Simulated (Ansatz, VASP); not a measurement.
# HfC: VASP beside Ansatz

Contents of INCAR:

```
PREC = Accurate
ENCUT = 520
EDIFF = 1E-7
ISMEAR = -1
SIGMA = 0.01
LREAL = False
LASPH = True
NELM = 60
ALGO = Normal
ISIF = 2
LWAVE = False
LCHARG = False
GGA = PE
NBANDS = 14
```

KPOINTS

```
regular mesh
0
Gamma
  15 15 15
```

File POSCAR:

```
HfC
1.0
    0.0000000000      2.3250000000      2.3250000000
    2.3250000000      0.0000000000      2.3250000000
    2.3250000000      2.3250000000      0.0000000000
Hf C
1 1
Direct
    0.5000000000      0.5000000000      0.5000000000
    0.0000000000      0.0000000000      0.0000000000
```

Input for Ansatz:

```yaml
crystal:
  lattice:
    - [0.0, 2.325, 2.325]
    - [2.325, 0.0, 2.325]
    - [2.325, 2.325, 0.0]
  atoms:
    - { symbol: Hf, position: [0.5, 0.5, 0.5] }
    - { symbol: C, position: [0.0, 0.0, 0.0] }
kpoints:
  mp_grid: { grid: [15, 15, 15] }
scf:
  occupations: { method: fermi_dirac, width: 0.01 }
hamiltonian:
  xc: pbe
  pseudopotentials: { kind: all_electron, lapw: { basis_error: 0.001 } }
output:
  forces: true
  stress: true
  eigenvalues: true
```

Alike in both runs: task single point; functional PBE; k mesh 15 × 15 × 15; occupations fermi-dirac, width 0.01 eV; no spin polarisation.

```csv
,VASP,Ansatz
version,VASP 6.6.1,Ansatz 0.2.0
potentials or method,"VASP PAW PBE potentials, release 64 (Hf_pv, C), cutoff 520 eV","all-electron LAPW, scalar-relativistic"
```

VASP gave:

- pressure (GPa): -0.5

Question: Which values does Ansatz return?

Answer: Pressure (GPa): 0.2.

Ansatz ran all-electron here, and VASP with PAW potentials.

Neither program's run includes spin-orbit coupling.
